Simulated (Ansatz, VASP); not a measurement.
**Two plane-wave programs on Te3As5**

```xyz
8
Lattice="5.8340 0.0000 0.0000 0.0000 5.8340 0.0000 0.0000 0.0000 5.8340" Properties=species:S:1:pos:R:3 pbc="T T T"
Te    2.9170    0.0000    0.0000
Te    0.0000    2.9170    0.0000
Te    0.0000    0.0000    2.9170
As    0.0000    2.9170    2.9170
As    2.9170    0.0000    2.9170
As    2.9170    2.9170    0.0000
As    0.0000    0.0000    0.0000
As    2.9170    2.9170    2.9170
```

Alike in both runs: functional PBE; k mesh 6 × 6 × 6; occupations gaussian, width 0.1 eV; no spin polarisation.

Ansatz relaxed the structure, and its values are those at the end. VASP's run is a single point on that final structure, the one shown.

|  | VASP | Ansatz |
| --- | --- | --- |
| version | VASP 6.6.1 | Ansatz 0.2.0 |
| potentials or method | VASP PAW PBE potentials, release 64 (Te, As), cutoff 520 eV | scalar-relativistic, plane waves, PAW |
| valence electrons in the cell | 43 | 123 |

|  | VASP | Ansatz | Ansatz less VASP |
| --- | --- | --- | --- |
| gap on the k mesh at the Fermi level (eV) | none | none | - |
| pressure (GPa) | 0.0 | 0.0 | -0.03 |

A gap of «none» marks a metal or a gap that the smearing closes. VASP's potentials hold 43 valence electrons a cell and Ansatz's 123, so a difference there can come from the potentials and not from the codes.

Spin-orbit coupling is off throughout. Noted on VASP's run: too few bands were computed for a metal, which touches its energy and stress.
